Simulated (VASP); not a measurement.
BP: single point with PBE

The system is BP.

```
B P
1.0
     0.00000    2.26900    2.26900
     2.26900    0.00000    2.26900
     2.26900    2.26900    0.00000
B P
1 1
Direct
  0.00000 0.00000 0.00000
  0.25000 0.25000 0.25000
```

| Quantity | Value |
| --- | --- |
| Program | VASP 6.6.1 |
| Task | single point |
| Functional | PBE |
| Potentials or basis | VASP PAW PBE potentials, release 64 (B, P) |
| Cutoff | 520 eV |
| k mesh | 16 × 16 × 16 |
| Occupations | fermi-dirac, width 0.02 eV |
| Spin | no spin polarisation |

```
Pressure               : 0.9 GPa
Band gap on the k mesh : 1.25 eV, indirect (least direct gap 3.40 eV)
```

Levels at points of the mesh, in eV from the valence-band top:
| k point | band 1 | band 2 | band 3 | band 4 | band 5 | band 6 | band 7 | band 8 |
| --- | --- | --- | --- | --- | --- | --- | --- | --- |
| (0.00, 0.00, 0.00) | -15.46 | 0.00 | 0.00 | 0.00 | 3.40 | 3.40 | 3.40 | 7.37 |
| (0.50, 0.00, 0.00) | -12.14 | -9.03 | -1.76 | -1.76 | 3.78 | 4.71 | 4.71 | 10.13 |
| (0.50, 0.50, 0.00) | -10.61 | -8.58 | -4.11 | -4.11 | 1.33 | 1.66 | 12.12 | 12.12 |

Run time: 58 s on 1 thread of AMD EPYC 7R13 (shared host), peak memory 0.13 GiB.

A k mesh can miss the band edges. A hybrid or GW would open this gap; PBE tends to underestimate it.
